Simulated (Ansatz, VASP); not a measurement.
BN in VASP and in Ansatz

Contents of INCAR:

```
SYSTEM = BN
PREC     = Accurate       ! precision mode
ENCUT    = 520            ! plane-wave cutoff, eV
EDIFF    = 1E-6           ! SCF threshold, eV
ISMEAR   = 0              ! smearing method
SIGMA    = 0.05           ! smearing width, eV
LREAL    = .False.        ! projectors in reciprocal space
LASPH    = .True.         ! aspherical terms in the spheres
NELM     = 100            ! most SCF steps
ALGO     = Normal         ! electronic algorithm
ISIF     = 2              ! what is computed and relaxed
LWAVE    = .False.        ! write WAVECAR
LCHARG   = .True.         ! write CHGCAR
GGA      = PS             ! functional
LELF     = .True.         ! ELF
LVHAR    = .True.       
NBANDS   = 16             ! bands
```

The input KPOINTS:

```
Automatic mesh
0
Gamma
  12 12 4
  0 0 0
```

The input POSCAR:

```
BN
1.0
    2.4209874685      0.0000000000      0.0000000000
   -1.2104937343      2.0966366500      0.0000000000
    0.0000000000      0.0000000000      6.8015108207
B N
2 2
Direct
    0.3333333333      0.6666666667      0.2500000000
    0.6666666667      0.3333333333      0.7500000000
    0.3333333333      0.6666666667      0.7500000000
    0.6666666667      0.3333333333      0.2500000000
```

Input for Ansatz:

```yaml
crystal:
  lattice:
    - [2.4209874685, 0.0, 0.0]
    - [-1.2104937343, 2.09663665, 0.0]
    - [0.0, 0.0, 6.8015108207]
  atoms:
    - { symbol: B, position: [0.3333333333, 0.6666666667, 0.25] }
    - { symbol: B, position: [0.6666666667, 0.3333333333, 0.75] }
    - { symbol: "N", position: [0.3333333333, 0.6666666667, 0.75] }
    - { symbol: "N", position: [0.6666666667, 0.3333333333, 0.25] }
basis:
  ecutwfc: 520.0
kpoints:
  mp_grid: { grid: [12, 12, 4] }
hamiltonian:
  xc: pbesol
  pseudopotentials: { kind: paw, azcp: { folder: soft_1 } }
scf:
  occupations: { method: gaussian, width: 0.05 }
output:
  forces: true
  stress: true
  eigenvalues: true
  write_density: true
  write_potential: true
  elf: true
  volumetric_format: npy
```

Alike in both runs: task single point; functional PBEsol; k mesh 12 × 12 × 4; occupations gaussian, width 0.05 eV; no spin polarisation.

|  | VASP | Ansatz |
| --- | --- | --- |
| version | VASP 6.6.1 | Ansatz 0.2.0 |
| potentials or method | VASP PAW PBE potentials, release 64 (B, N), cutoff 520 eV | scalar-relativistic, plane waves, PAW |
| valence electrons in the cell | 16 | 16 |

|  | VASP | Ansatz | Ansatz less VASP |
| --- | --- | --- | --- |
| gap on the k mesh at the Fermi level (eV) | 4.36 | 4.37 | +0.008 |
| least direct gap on the mesh (eV) | 4.84 | 4.84 | +0.003 |

VASP's potentials were made for PBE, not for PBEsol, and Ansatz warns of the same on its side. With one functional, cell and mesh, what is left measures potentials, basis and numerics.
